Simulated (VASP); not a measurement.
Crystal: F.

```xyz
4
Lattice="2.7500 -1.6400 0.0000 2.7500 1.6400 0.0000 -1.5347 0.0000 7.1164" Properties=species:S:1:pos:R:3 pbc="T T T"
F     4.1645   -0.6002    0.7095
F     0.5682   -0.6002    2.8487
F    -0.1992    0.6002    6.4069
F     3.3971    0.6002    4.2677
```

Base run:

```yaml
Program: VASP 6.6.1
Functional: PBE
Potentials_or_basis: VASP PAW PBE potentials, release 64 (F)
Cutoff: 520 eV
k_mesh: 6 × 6 × 4
Occupations: gaussian, width 0.02 eV
Spin: no spin polarisation
```

Its results: pressure -4.0 GPa; largest force 1.665 eV/Å.

Question: The run is repeated on the same cell with these changes: k mesh from 6 × 6 × 4 to 1 × 1 × 1. What comes out?

Answer: Pressure 14.5 GPa; largest force 2.711 eV/Å.

Caveats: some runs use coarse meshes; forces of over 1 eV/Å act on the atoms, so gaps and moduli don't describe the material at rest; the cell stands under tension (at least some runs).
